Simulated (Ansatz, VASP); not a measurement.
Two plane-wave programs on Ge

File POSCAR:

```
Ge
1.0
    3.0043359457      0.0000000000      0.0000000000
   -1.5021679729      2.6018312505      0.0000000000
    0.0000000000      0.0000000000      4.7543790425
Ge
2
Direct
    0.3333333333      0.6666666667      0.2500000000
    0.6666666667      0.3333333333      0.7500000000
```

Contents of INCAR.step1:

```
SYSTEM = Ge
PREC     = Accurate       ! precision mode
ENCUT    = 600            ! plane-wave cutoff, eV
ISMEAR   = 0              ! smearing method
SIGMA    = 0.1            ! smearing width, eV
LREAL    = .False.        ! projectors in reciprocal space
LASPH    = .True.         ! aspherical terms in the spheres
NELM     = 80             ! most SCF steps
GGA      = PE             ! functional
ALGO     = Normal         ! electronic algorithm
EDIFF    = 1E-4           ! SCF threshold, eV
LWAVE    = .True.         ! write WAVECAR
LCHARG   = .False.        ! write CHGCAR
```

Contents of INCAR.step2:

```
SYSTEM = Ge
PREC     = Accurate       ! precision mode
ENCUT    = 600            ! plane-wave cutoff, eV
EDIFF    = 1E-6           ! SCF threshold, eV
ISMEAR   = 0              ! smearing method
SIGMA    = 0.1            ! smearing width, eV
LREAL    = .False.        ! projectors in reciprocal space
LASPH    = .True.         ! aspherical terms in the spheres
NELM     = 80             ! most SCF steps
ALGO     = Normal         ! electronic algorithm
ISIF     = 3              ! what is computed and relaxed
LWAVE    = .False.        ! write WAVECAR
LCHARG   = .False.        ! write CHGCAR
METAGGA  = R2SCAN         ! meta-GGA
LMIXTAU  = .True.       
IBRION   = 2              ! ionic algorithm
NSW      = 80             ! ionic steps
EDIFFG   = -0.01          ! ionic threshold
ISTART   = 1
```

The input KPOINTS:

```
Automatic mesh
0
Gamma
  18 18 10
  0 0 0
```

Input for Ansatz:

```yaml
crystal:
  lattice:
    - [3.0043359457, 0.0, 0.0]
    - [-1.5021679729, 2.6018312505, 0.0]
    - [0.0, 0.0, 4.7543790425]
  atoms:
    - { symbol: Ge, position: [0.3333333333, 0.6666666667, 0.25] }
    - { symbol: Ge, position: [0.6666666667, 0.3333333333, 0.75] }
basis:
  ecutwfc: 500
kpoints:
  mp_grid: { grid: [18, 18, 10] }
hamiltonian:
  xc: r2scan
scf:
  occupations: { method: gaussian, width: 0.1 }
output:
  forces: true
  stress: true
  eigenvalues: true
relax:
  adjacent_minimum: "off"
  f_tol: 0.01
  max_steps: 60
  cell: { stress_tol: 0.1 }
```

Alike in both runs: task relaxation of cell and atoms; functional r2SCAN; k mesh 18 × 18 × 10; occupations gaussian, width 0.1 eV; no spin polarisation.

```csv
,VASP,Ansatz
version,VASP 6.6.1,Ansatz 0.2.0
potentials or method,"VASP PAW PBE potentials, release 64 (Ge_d), cutoff 600 eV","scalar-relativistic, plane waves, PAW"
valence electrons in the cell,28,28
```

Ansatz gave:

- gap on the k mesh at the Fermi level, each at its own relaxed structure (eV): none
- relaxed volume (Å³/atom): 18.79
- relaxed length of the cell vector where the two differ most in proportion (Å): 5.065

Problem. What did VASP give for the same quantities?

Solution. gap on the k mesh at the Fermi level, each at its own relaxed structure (eV): none; relaxed volume (Å³/atom): 18.70; relaxed length of the cell vector where the two differ most in proportion (Å): 4.765.

VASP's potentials were made for PBE, not for r2SCAN. A gap of «none» marks a metal or a gap that the smearing closes. One of these differences is far larger than is usual between the two programs; its cause wasn't traced.
